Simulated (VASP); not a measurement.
# Pt (P6_3/mmc) in VASP: settings compared

Pt is run at these levels: BLYP, LDA, PBEsol; tasks: single point.

All numbers are computed with VASP 6.6.1; they aren't measurements. Logs are shortened: lines on timing, memory, paths and dates and some standing lists are left out, and cuts for length are marked.

### 1 The cell of the first run

Symmetry: P6_3/mmc, No. 194, hexagonal system. The conventional cell has a = 2.761 Å, b = 2.761 Å, c = 4.792 Å, α = 90.00°, β = 90.00°, γ = 120.00°. Within 3.6 Å of Pt (site symmetry -6m2) lie 12 Pt at 2.76 to 2.88 Å.

### 2 Single point, BLYP

File INCAR:

```
PREC     = Accurate       # precision mode
ENCUT    = 520            # plane-wave cutoff, eV
EDIFF    = 1E-7           # SCF threshold, eV
ISMEAR   = 1              # smearing method
SIGMA    = 0.1            # smearing width, eV
LREAL    = F              # projectors in reciprocal space
LASPH    = T              # aspherical terms in the spheres
NELM     = 100            # most SCF steps
ALGO     = Normal         # electronic algorithm
ISIF     = 2              # what is computed and relaxed
LWAVE    = F              # write WAVECAR
LCHARG   = T              # write CHGCAR
GGA      = B5             # functional
ALDAX    = 1.0          
AGGAX    = 1.0          
AGGAC    = 1.0          
ALDAC    = 0.0          
LELF     = T              # ELF
LVHAR    = T            
NBANDS   = 17             # bands
```

File KPOINTS:

```
regular mesh
0
Gamma
  11 11 6
```

File POSCAR:

```
Pt
1.0
    2.7606660000      0.0000000000      0.0000000000
   -1.3803330000      2.3908070000      0.0000000000
    0.0000000000      0.0000000000      4.7921340000
Pt
2
Direct
    0.6666666667      0.3333333333      0.7500000000
    0.3333333333      0.6666666667      0.2500000000
```

Potentials or basis: VASP PAW PBE potentials, release 64 (Pt).

Started as:

```console
$ cat potpaw_PBE.64/Pt/POTCAR > POTCAR
$ mpirun -np 1 vasp_std > vasp.out
```

OUTCAR:

```text
PREC = Accurate
   ENCUT = 520
   EDIFF = 1E-7
   ISMEAR = 1
   LREAL = F
   LASPH = T
   NELM = 100
   ISIF = 2
   GGA = B5

 ion  position               nearest neighbor table
   1  0.667  0.333  0.750-   2 2.88   2 2.88   2 2.88   2 2.88   2 2.88   2 2.88
   2  0.333  0.667  0.250-   1 2.88   1 2.88   1 2.88   1 2.88   1 2.88   1 2.88

  LATTYP: Found a hexagonal cell.
 ALAT       =     2.7606660000
 C/A-ratio  =     1.7358615638

  Lattice vectors:

 A1 = (   2.7606660000,   0.0000000000,   0.0000000000)
 A2 = (  -1.3803330000,   2.3908070000,   0.0000000000)
 A3 = (   0.0000000000,   0.0000000000,   4.7921340000)

Analysis of symmetry for initial positions (statically):
=====================================================================
 Subroutine PRICEL returns:
 Original cell was already a primitive cell.

 Routine SETGRP: Setting up the symmetry group for a
 hexagonal supercell.

 Subroutine GETGRP returns: Found 24 space group operations
 (whereof 12 operations were pure point group operations)
 out of a pool of 24 trial point group operations.

The static configuration has the point symmetry D_3d.
 The point group associated with its full space group is D_6h.

Analysis of symmetry for dynamics (positions and initial velocities):
=====================================================================
 Subroutine PRICEL returns:
 Original cell was already a primitive cell.

 Routine SETGRP: Setting up the symmetry group for a
 hexagonal supercell.

 Subroutine GETGRP returns: Found 24 space group operations
 (whereof 12 operations were pure point group operations)
 out of a pool of 24 trial point group operations.

The dynamic configuration has the point symmetry D_3d.
 The point group associated with its full space group is D_6h.

 Subroutine INISYM returns: Found 24 space group operations
 (whereof 12 operations are pure point group operations),
 and found     1 'primitive' translations

----------------------------------------------------------------------------------------

                                     Primitive cell

  volume of cell :      31.6291

  direct lattice vectors                    reciprocal lattice vectors
     2.760666000  0.000000000  0.000000000     0.362231433  0.209134405  0.000000000
    -1.380333000  2.390807000  0.000000000     0.000000000  0.418268810  0.000000000
     0.000000000  0.000000000  4.792134000     0.000000000  0.000000000  0.208675300

  length of vectors
     2.760666000  2.760666098  4.792134000     0.418268825  0.418268810  0.208675300

  position of ions in fractional coordinates (direct lattice)
     0.666666667  0.333333333  0.750000000
     0.333333333  0.666666667  0.250000000

  ion indices of the primitive-cell ions
   primitive index   ion index
                 1           1
                 2           2

----------------------------------------------------------------------------------------

 KPOINTS: regular mesh

Automatic generation of k-mesh.
 Grid dimensions read from file:
 generate k-points for:   11   11    6

 Generating k-lattice:

  Cartesian coordinates                     Fractional coordinates (reciprocal lattice)
     0.032930130  0.019012219  0.000000000     0.090909091  0.000000000  0.000000000
     0.000000000  0.038024437  0.000000000     0.000000000  0.090909091  0.000000000
     0.000000000  0.000000000  0.034779217     0.000000000  0.000000000  0.166666667

  Length of vectors
     0.038024439  0.038024437  0.034779217

  Shift w.r.t. Gamma in fractional coordinates (k-lattice)
     0.000000000  0.000000000  0.000000000

 Subroutine IBZKPT returns following result:
 ===========================================

 Found     64 irreducible k-points:

 Following reciprocal coordinates:
            Coordinates               Weight
  0.000000  0.000000  0.000000      1.000000
  0.090909  0.000000  0.000000      6.000000
  0.181818  0.000000  0.000000      6.000000
  0.272727 -0.000000  0.000000      6.000000
  0.363636  0.000000  0.000000      6.000000
  0.454545 -0.000000  0.000000      6.000000
[... 16 lines left out ...]
  0.090909  0.090909  0.166667     12.000000
  0.181818  0.090909  0.166667     24.000000
 [... further k-points ...]
   k-points           NKPTS =     64   k-points in BZ     NKDIM =     64   number of bands    NBANDS=     17
   number of dos      NEDOS =    301   number of ions     NIONS =      2
   total plane-waves  NPLWV =  20736
   dimension x,y,z NGX =    24 NGY =   24 NGZ =   36
   dimension x,y,z NGXF=    48 NGYF=   48 NGZF=   72
   ions per type =               2
   NGX,Y,Z   is equivalent  to a cutoff of  14.45, 14.45, 12.49 a.u.
   NGXF,Y,Z  is equivalent  to a cutoff of  28.91, 28.91, 24.98 a.u.
 SYSTEM =  unknown system
   PREC   = accura    normal or accurate (medium, high low for compatibility)
   ISTART =      0    job   : 0-new  1-cont  2-samecut
   ICHARG =      2    charge: 1-file 2-atom 10-const
   ISPIN  =      1    spin polarized calculation?
   LNONCOLLINEAR =      F non collinear calculations
   LSORBIT =      F    spin-orbit coupling
   LASPH  =      T    aspherical Exc in radial PAW
   ENCUT  =  520.0 eV  38.22 Ry    6.18 a.u.   5.13  5.13  8.91*2*pi/ulx,y,z
   NELM   =    100;   NELMIN=  2; NELMDL= -5     # of ELM steps
   EDIFF  = 0.1E-06   stopping-criterion for ELM
   LREAL  =      F    real-space projection
   EDIFFG = 0.1E-05   stopping-criterion for IOM
   NSW    =      0    number of steps for IOM
   IBRION =     -1    ionic relax: 0-MD 1-quasi-New 2-CG
   NFREE  =      0    steps in history (QN), initial steepest desc. (CG)
   ISIF   =      2    stress and relaxation
   ISYM   =      2    0-nonsym 1-usesym 2-fastsym
   POTIM  = 0.5000    time-step for ionic-motion
   TEBEG  =    0.0;   TEEND  =   0.0 temperature during run
   PSTRESS=    0.0 pullay stress
   NELECT =      20.0000    total number of electrons
   NUPDOWN=      -1.0000    fix difference up-down
   EMIN   =  10.00;   EMAX   =-10.00  energy-range for DOS
   EFERMI =   0.00;   METHOD = LEGACY
   ISMEAR =     1;   SIGMA  =   0.10  broadening in eV -4-tet -1-fermi 0-gaus
   EFERMI_NEDOS =   21; number of points for ismear=-14 and -15
   IALGO  =     38    algorithm
   IMIX   =      4    mixing-type and parameters
     AMIX     =   0.40;   BMIX     =  1.00
     AMIX_MAG =   1.60;   BMIX_MAG =  1.00
  volume/ion in A,a.u.               =      15.81       106.72
  Fermi-wavevector in a.u.,A,eV,Ry     =   1.405149  2.655347 26.863938  1.974444
  Thomas-Fermi vector in A             =   2.527639
   LORBIT       =      0    0 simple, 1 ext, 2 COOP (PROOUT), +10 PAW based schemes
   GGA     = B5    functional components
   LHFCALC =     F    Hartree Fock is set to
   AEXX    =    0.0000 exact exchange contribution
   IVDW    =     0    specifies the selected vdW correction
   LEPSILON=     F    determine dielectric tensor
   LRPA    =     F    only Hartree local field effects (RPA)
 non-spin polarized calculation
 Methfessel and Paxton  Order N= 1 SIGMA  =   0.10
  energy-cutoff  :      520.00
  volume of cell :       31.63
 maximum number of plane-waves:       868
 NGX is ok and might be reduce to    24
   NGX = 11   NGY = 11   NGZ = 17

 number of electron      20.0000004 magnetization

 Free energy of the ion-electron system (eV)
  ---------------------------------------------------
  ext. energy  EPLUGINS =         0.00000000
  ---------------------------------------------------
  free energy    TOTEN  =        -9.80714613 eV

  energy without entropy =       -9.80427613  energy(sigma->0) =       -9.80618946

 E-fermi :  10.9322     XC(G=0): -12.5131

 val. band max:       10.9317206230   @ k =   0.3636   0.0000   0.0000
 cond. band min:      10.9323423032   @ k =   0.4545  -0.0000   0.0000
 fundamental gap:      0.0006216803
 Fermi energy:        10.9322229052

 k-point     1 :       0.0000    0.0000    0.0000
  band No.  band energies     occupation
      1       1.4116      2.00000
      2       3.9528      2.00000
      3       7.0047      2.00000
      4       7.5129      2.00000
      5       7.5129      2.00000
      6       7.8714      2.00000
[... 9 lines left out ...]
     16      28.4773      0.00000
     17      32.0181      0.00000

 k-point     2 :       0.0909    0.0000    0.0000
  band No.  band energies     occupation
      1       1.7103      2.00000
      2       4.2250      2.00000
      3       6.9625      2.00000
      4       7.5175      2.00000
      5       7.7415      2.00000
      6       7.7430      2.00000
[... 9 lines left out ...]
     16      28.7783      0.00000
     17      30.6091      0.00000

 k-point     3 :       0.1818    0.0000    0.0000
  band No.  band energies     occupation
      1       2.5395      2.00000
      2       4.8719      2.00000
      3       6.7559      2.00000
      4       7.3153      2.00000
      5       7.5149      2.00000
      6       8.0039      2.00000
[... 9 lines left out ...]
     16      28.5998      0.00000
     17      28.9978      0.00000

 k-point     4 :       0.2727   -0.0000    0.0000
  band No.  band energies     occupation
      1       3.6317      2.00000
      2       5.1510      2.00000
      3       6.4737      2.00000
      4       6.9854      2.00000
      5       7.1708      2.00000
      6       8.2546      2.00000
[... 9 lines left out ...]
     16      27.0000      0.00000
     17      29.0901      0.00000
[... 343 lines left out ...]
      1       4.4482      2.00000
      2       4.6682      2.00000
      3       5.6889      2.00000
      4       6.7148      2.00000
      5       8.0036      2.00000
      6       8.1650      2.00000
[... 9 lines left out ...]
     16      23.7609      0.00000
     17      25.0101      0.00000

 k-point    23 :       0.0909    0.0909    0.1667
  band No.  band energies     occupation
      1       2.4998      2.00000
      2       4.7105      2.00000
      3       6.8091      2.00000
      4       7.2032      2.00000
      5       7.3873      2.00000
      6       7.9375      2.00000
[... 9 lines left out ...]
     16      28.1144      0.00000
     17      28.8387      0.00000

 k-point    24 :       0.1818    0.0909    0.1667
  band No.  band energies     occupation
      1       3.4647      2.00000
      2       5.3864      2.00000
      3       6.5274      2.00000
      4       6.6410      2.00000
      5       7.1843      2.00000
      6       7.7578      2.00000
[... 9 lines left out ...]
     16      27.7622      0.00000
     17      28.6400      0.00000

 [... further k-points ...]
[... 5 lines left out ...]
  --------------------------------------------------------------------------------------
  -------------------------------------------------------------------------------------
  Total        2.9529802      2.9529805      2.7050886      0.0000000      0.0000000      0.0000000
  in kB      149.5835322    149.5835463    137.0265556      0.0000000      0.0000000      0.0000000
  external PRESSURE =     145.3978780 kB  Pullay stress =       0.0000000 kB

 VOLUME and BASIS-vectors are now :
 -----------------------------------------------------------------------------
  energy-cutoff  :      520.00
  volume of cell :       31.63
      direct lattice vectors                 reciprocal lattice vectors
     2.760666000  0.000000000  0.000000000     0.362231433  0.209134405  0.000000000
    -1.380333000  2.390807000  0.000000000     0.000000000  0.418268810  0.000000000
     0.000000000  0.000000000  4.792134000     0.000000000  0.000000000  0.208675300

 POSITION                                       TOTAL-FORCE (eV/Angst)
 -----------------------------------------------------------------------------------
      1.38033      0.79694      3.59410         0.000000      0.000000      0.000000
     -0.00000      1.59387      1.19803        -0.000000     -0.000000      0.000000
 -----------------------------------------------------------------------------------
    total drift:                               -0.000000      0.000000     -0.000000

  FREE ENERGIE OF THE ION-ELECTRON SYSTEM (eV)
  ---------------------------------------------------
  free  energy   TOTEN  =        -9.8071461255 eV

  energy  without entropy=       -9.8042761320  energy(sigma->0) =       -9.80618946
```

Wall time 84 s (1 thread of AMD EPYC 7R13, shared host); peak memory 0.14 GiB.

Results:

```yaml
Free_energy: -9.8071 eV
Pressure: 14.5 GPa
Band_gap_on_the_k_mesh: zero (band 10 reaches 11.32 eV, above the bottom of band 11 at 10.13 eV)
```

Caveat: the PAW data sets were made with another functional, which shifts forces and pressure a little; spin-orbit coupling is left out, which moves the levels of the heavy elements.

(Part 1 of 2 ends here.)
